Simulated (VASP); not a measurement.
# Si (P6_3/mmc) in VASP: vibrations by perturbation theory with PBEsol

Aim: the vibrations by perturbation theory of Si with PBEsol.

Program: VASP 6.6.1. These are calculated values, not measurements. Logs are shortened: lines on timing, memory, paths and dates and some standing lists are left out, and cuts for length are marked.

## 1. The cell of the first run

The structure is hexagonal, space group P6_3/mmc (No. 194). The conventional cell has a = 3.825 Å, b = 3.825 Å, c = 6.323 Å, α = 90.00°, β = 90.00°, γ = 120.00°. Si (site symmetry 3m) has 4 Si at 2.35 to 2.37 Å within 3.1 Å.

This isn't the form of Si at room conditions, which is diamond.

## 2. Vibrations by perturbation theory, PBEsol

File INCAR:

```
ALGO = Normal ; EDIFF = 1E-8
ENCUT = 520 ; GGA = PS
IBRION = 8 ; ISIF = 2
ISMEAR = 0 ; LASPH = T
LCHARG = F ; LEPSILON = T
LREAL = F ; LWAVE = F
NBANDS = 16 ; NELM = 100
NSW = 1 ; PREC = Accurate
SIGMA = 0.01
```

File KPOINTS:

```
k-points
0
Gamma
  6 6 4
```

File POSCAR:

```
Si
1.0
    3.8249232246      0.0000000000      0.0000000000
   -1.9124616123      3.3124806800      0.0000000000
    0.0000000000      0.0000000000      6.3234950923
Si
4
Direct
    0.3333333333      0.6666666667      0.0004883873
    0.6666666667      0.3333333333      0.5004883873
    0.3333333333      0.6666666667      0.3745116127
    0.6666666667      0.3333333333      0.8745116127
```

Potentials or basis: VASP PAW PBE potentials, release 64 (Si).

Started as:

```
cat potpaw_PBE.64/Si/POTCAR > POTCAR
mpirun -np 1 vasp_std > vasp.out
```

OUTCAR:

```text
EDIFF = 1E-8
   ENCUT = 520
   GGA = PS
   IBRION = 8
   ISIF = 2
   ISMEAR = 0
   LASPH = T
   LEPSILON = T
   LREAL = F
   NELM = 100
   NSW = 1
   PREC = Accurate

 ion  position               nearest neighbor table
   1  0.333  0.667  0.000-   4 2.35   4 2.35   4 2.35   3 2.37
   2  0.667  0.333  0.500-   3 2.35   3 2.35   3 2.35   4 2.37
   3  0.333  0.667  0.375-   2 2.35   2 2.35   2 2.35   1 2.37
   4  0.667  0.333  0.875-   1 2.35   1 2.35   1 2.35   2 2.37

  LATTYP: Found a hexagonal cell.
 ALAT       =     3.8249232246
 C/A-ratio  =     1.6532345150

  Lattice vectors:

 A1 = (   3.8249232246,   0.0000000000,   0.0000000000)
 A2 = (  -1.9124616123,   3.3124806800,   0.0000000000)
 A3 = (   0.0000000000,   0.0000000000,   6.3234950923)

Analysis of symmetry for initial positions (statically):
=====================================================================
 Subroutine PRICEL returns:
 Original cell was already a primitive cell.

 Routine SETGRP: Setting up the symmetry group for a
 hexagonal supercell.

 Subroutine GETGRP returns: Found 24 space group operations
 (whereof  6 operations were pure point group operations)
 out of a pool of 24 trial point group operations.

The static configuration has the point symmetry C_3v.
 The point group associated with its full space group is D_6h.

Analysis of symmetry for dynamics (positions and initial velocities):
=====================================================================
 Subroutine PRICEL returns:
 Original cell was already a primitive cell.

 Routine SETGRP: Setting up the symmetry group for a
 hexagonal supercell.

 Subroutine GETGRP returns: Found 24 space group operations
 (whereof  6 operations were pure point group operations)
 out of a pool of 24 trial point group operations.

The dynamic configuration has the point symmetry C_3v.
 The point group associated with its full space group is D_6h.

 Subroutine INISYM returns: Found 24 space group operations
 (whereof  6 operations are pure point group operations),
 and found     1 'primitive' translations

----------------------------------------------------------------------------------------

                                     Primitive cell

  volume of cell :      80.1186

  direct lattice vectors                    reciprocal lattice vectors
     3.824923225  0.000000000  0.000000000     0.261443156  0.150944277  0.000000000
    -1.912461612  3.312480680  0.000000000     0.000000000  0.301888553  0.000000000
     0.000000000  0.000000000  6.323495092     0.000000000  0.000000000  0.158140393

  length of vectors
     3.824923225  3.824923225  6.323495092     0.301888553  0.301888553  0.158140393

  position of ions in fractional coordinates (direct lattice)
     0.333333333  0.666666667  0.000488387
     0.666666667  0.333333333  0.500488387
     0.333333333  0.666666667  0.374511613
     0.666666667  0.333333333  0.874511613

  ion indices of the primitive-cell ions
   primitive index   ion index
                 1           1
                 2           2
                 3           3
                 4           4

----------------------------------------------------------------------------------------

 KPOINTS: k-points

Automatic generation of k-mesh.
 Grid dimensions read from file:
 generate k-points for:    6    6    4

 Generating k-lattice:

  Cartesian coordinates                     Fractional coordinates (reciprocal lattice)
     0.043573859  0.025157379  0.000000000     0.166666667 -0.000000000  0.000000000
     0.000000000  0.050314759  0.000000000     0.000000000  0.166666667  0.000000000
[... 555 lines left out ...]

------------------------ aborting loop because EDIFF is reached ----------------------------------------

 PIEZOELECTRIC TENSOR FIELD DIRECTION 3  (e Angst)
 -----------------------------------------------------------------------------
    -0.01279  0.00000  0.00000           (  0.00000  0.00000  0.00000)
     0.00000 -0.01279  0.00000           (  0.00000  0.00000  0.00000)
     0.00000  0.00000  0.02593           (  0.00000  0.00000  0.00001)

 PIEZOELECTRIC TENSOR FIELD DIRECTION 3  (C/m^2)
 -----------------------------------------------------------------------------
    -0.00256  0.00000  0.00000
     0.00000 -0.00256  0.00000
     0.00000  0.00000  0.00519

--------------------------------------- Ionic step        4  -------------------------------------------

------------------------ aborting loop because EDIFF is reached ----------------------------------------

[... ionic steps 5 to 5 ...]

--------------------------------------- Ionic step        6  -------------------------------------------

 Free energy of the ion-electron system (eV)
  ---------------------------------------------------
  ---------------------------------------------------
  free energy    TOTEN  =        -0.02462399 eV

  energy without entropy =       -0.02462399

------------------------ aborting loop because EDIFF is reached ----------------------------------------

 INTERNAL STRAIN TENSOR  FOR ION    1  DIRECTION 3   (eV/Angst):
 -----------------------------------------------------------------------------
    -5.87368  0.00000  0.00000
    -0.00000 -5.87368  0.00000
     0.00000 -0.00000 10.57785

 MACROSCOPIC STATIC DIELECTRIC TENSOR (including local field effects in DFT)
 ------------------------------------------------------
          16.069467     0.000000     0.000000
           0.000000    16.069467    -0.000000
           0.000000    -0.000000    13.772262
 ------------------------------------------------------

 PIEZOELECTRIC TENSOR (including local field effects)  for field in x, y, z        (e  Angst)
          XX          YY          ZZ          XY          YZ          ZX
  --------------------------------------------------------------------------------
  x    -0.00000     0.00000     0.00000     0.00000     0.00000     0.00000
  y    -0.00000    -0.00000     0.00000     0.00000     0.00000     0.00000
  z     0.00000     0.00000     0.00000     0.00000     0.00000     0.00000

 PIEZOELECTRIC TENSOR (including local field effects)  for field in x, y, z        (C/m^2)
          XX          YY          ZZ          XY          YZ          ZX
  --------------------------------------------------------------------------------
  x    -0.00000     0.00000     0.00000     0.00000     0.00000     0.00000
  y    -0.00000    -0.00000     0.00000     0.00000     0.00000     0.00000
  z     0.00000     0.00000     0.00000     0.00000     0.00000     0.00000

 BORN EFFECTIVE CHARGES (including local field effects) (in |e|, cummulative output)
 ---------------------------------------------------------------------------------
 ion    1
    1    -0.00000     0.00000    -0.00000
    2     0.00000    -0.00000    -0.00000
    3     0.00000    -0.00000     0.00000
 ion    2
    1     0.00000     0.00000    -0.00000
    2     0.00000     0.00000     0.00000
    3     0.00000     0.00000    -0.00000
 ion    3
    1    -0.00000     0.00000     0.00000
    2     0.00000    -0.00000    -0.00000
    3    -0.00000     0.00000     0.00000
 ion    4
    1     0.00000     0.00000     0.00000
    2     0.00000     0.00000     0.00000
    3     0.00000    -0.00000     0.00000

 INTERNAL STRAIN TENSOR FOR ION    4 for displacements in x,y,z  (eV/Angst):
          X           Y           Z          XY          YZ          ZX
  --------------------------------------------------------------------------------
  x     0.00000    -0.00000     0.00000     7.98437     0.00000     6.84104
  y     7.98437    -7.98437     0.00000     0.00000     6.44712    -0.00000
  z     5.87368     5.87368   -10.57785     0.00000     0.00000    -0.00000

 SECOND DERIVATIVES (NOT SYMMETRIZED)
 ------------------------------------
               1X          1Y          1Z          2X          2Y          2Z          3X          3Y          3Z          4X          4Y          4Z
  1X   -13.054677   -0.000000    0.000000   -0.193345    0.000000    0.000000    0.612800   -0.000000   -0.000000   12.635222    0.000000    0.000000
  1Y     0.000000  -13.054677    0.000000   -0.000000   -0.193345    0.000000   -0.000000    0.612800   -0.000000    0.000000   12.635222    0.000000
  1Z     0.000000    0.000000  -14.456918    0.000000    0.000000    1.362220    0.000000    0.000000    7.384753    0.000000   -0.000000    5.709944
  2X    -0.193345    0.000000    0.000000  -13.054677    0.000000    0.000000   12.635222    0.000000    0.000000    0.612800    0.000000   -0.000000
  2Y     0.000000   -0.193345    0.000000   -0.000000  -13.054677    0.000000   -0.000000   12.635222   -0.000000    0.000000    0.612800    0.000000
  2Z     0.000000   -0.000000    1.362220   -0.000000    0.000000  -14.456918    0.000000    0.000000    5.709944    0.000000   -0.000000    7.384753
  3X     0.612800    0.000000   -0.000000   12.635222    0.000000    0.000000  -13.054677    0.000000    0.000000   -0.193345    0.000000    0.000000
  3Y     0.000000    0.612800    0.000000   -0.000000   12.635222   -0.000000   -0.000000  -13.054677    0.000000    0.000000   -0.193345    0.000000
  3Z     0.000000   -0.000000    7.384753    0.000000    0.000000    5.709944   -0.000000    0.000000  -14.456918    0.000000   -0.000000    1.362220
  4X    12.635222    0.000000    0.000000    0.612800   -0.000000   -0.000000   -0.193345    0.000000    0.000000  -13.054677   -0.000000    0.000000
  4Y     0.000000   12.635222    0.000000   -0.000000    0.612800   -0.000000   -0.000000   -0.193345    0.000000    0.000000  -13.054677    0.000000
  4Z     0.000000   -0.000000    5.709944    0.000000    0.000000    7.384753    0.000000    0.000000    1.362220    0.000000    0.000000  -14.456918

 Eigenvectors and eigenvalues of the dynamical matrix
 ----------------------------------------------------

   1 f  =   15.184624 THz    95.407805 2PiTHz  506.504529 cm-1    62.798530 meV
             X         Y         Z           dx          dy          dz
     -0.000000  2.208320  0.003088     0.500000   -0.000001   -0.000000
      1.912462  1.104160  3.164836     0.500000   -0.000001   -0.000000
     -0.000000  2.208320  2.368222    -0.500000    0.000001    0.000000
      1.912462  1.104160  5.529970    -0.500000    0.000001    0.000000
[... 57 lines left out ...]
  10 f  =    0.000000 THz     0.000002 2PiTHz    0.000009 cm-1     0.000001 meV
             X         Y         Z           dx          dy          dz
     -0.000000  2.208320  0.003088     0.166128    0.471258   -0.017807
      1.912462  1.104160  3.164836     0.166128    0.471258   -0.017807
     -0.000000  2.208320  2.368222     0.166128    0.471258   -0.017807
      1.912462  1.104160  5.529970     0.166128    0.471258   -0.017807

  11 f/i=    0.000000 THz     0.000000 2PiTHz    0.000002 cm-1     0.000000 meV
             X         Y         Z           dx          dy          dz
     -0.000000  2.208320  0.003088     0.470985   -0.166754   -0.019135
      1.912462  1.104160  3.164836     0.470985   -0.166754   -0.019135
     -0.000000  2.208320  2.368222     0.470985   -0.166754   -0.019135
      1.912462  1.104160  5.529970     0.470985   -0.166754   -0.019135

  12 f/i=    0.000000 THz     0.000001 2PiTHz    0.000008 cm-1     0.000001 meV
             X         Y         Z           dx          dy          dz
     -0.000000  2.208320  0.003088     0.023974    0.010416    0.499316
      1.912462  1.104160  3.164836     0.023974    0.010416    0.499316
     -0.000000  2.208320  2.368222     0.023974    0.010416    0.499316
      1.912462  1.104160  5.529970     0.023974    0.010416    0.499316

--------------------------------------------------------------------------------------------------------

 MACROSCOPIC STATIC DIELECTRIC TENSOR IONIC CONTRIBUTION
 ------------------------------------------------------
           0.000000     0.000000     0.000000
           0.000000     0.000000    -0.000000
           0.000000    -0.000000     0.000000
 ------------------------------------------------------

 ELASTIC MODULI CONTR FROM IONIC RELAXATION (kBar)
 Direction    XX          YY          ZZ          XY          YZ          ZX
 --------------------------------------------------------------------------------
 XX        -310.3025     99.5551    189.7665      0.0000     -0.0000      0.0000
 YY          99.5551   -310.3025    189.7665     -0.0000     -0.0000     -0.0000
 ZZ         189.7665    189.7665   -341.7488     -0.0000      0.0000     -0.0000
 XY           0.0000     -0.0000     -0.0000   -204.9288      0.0000      0.0000
 YZ          -0.0000     -0.0000      0.0000      0.0000   -125.4838     -0.0000
 ZX           0.0000     -0.0000     -0.0000     -0.0000     -0.0000   -141.2865
 --------------------------------------------------------------------------------

 PIEZOELECTRIC TENSOR IONIC CONTR  for field in x, y, z        (C/m^2)
          XX          YY          ZZ          XY          YZ          ZX
  --------------------------------------------------------------------------------
  x     0.00000     0.00000    -0.00000     0.00000     0.00000     0.00000
  y     0.00000    -0.00000    -0.00000    -0.00000     0.00000    -0.00000
  z     0.00000     0.00000    -0.00000     0.00000     0.00000    -0.00000
```

Wall time 3 min (1 thread of Intel Xeon 6975P-C (Granite Rapids), shared host); peak memory 0.34 GiB.

What came out:

* Electronic dielectric tensor (diagonal): 16.07, 16.07, 13.77
* Born charges (mean of the diagonal): Si +0.00 e
* Highest phonon frequency at Γ: 507 cm⁻¹

Phonon frequencies in cm⁻¹ (negative: imaginary):
```
              q point                              frequencies
(0.000, 0.000, 0.000)  0 0 0 90 90 370 412 491 491 504 507 507
```

Electronic dielectric tensor:
```
16.07  0.00  0.00
 0.00 16.07  0.00
 0.00  0.00 13.77
```

Born effective charge tensors (e):
atom 1, Si
```
0.00 0.00 0.00
0.00 0.00 0.00
0.00 0.00 0.00
```
atom 2, Si
```
0.00 0.00 0.00
0.00 0.00 0.00
0.00 0.00 0.00
```
atom 3, Si
```
0.00 0.00 0.00
0.00 0.00 0.00
0.00 0.00 0.00
```
atom 4, Si
```
0.00 0.00 0.00
0.00 0.00 0.00
0.00 0.00 0.00
```
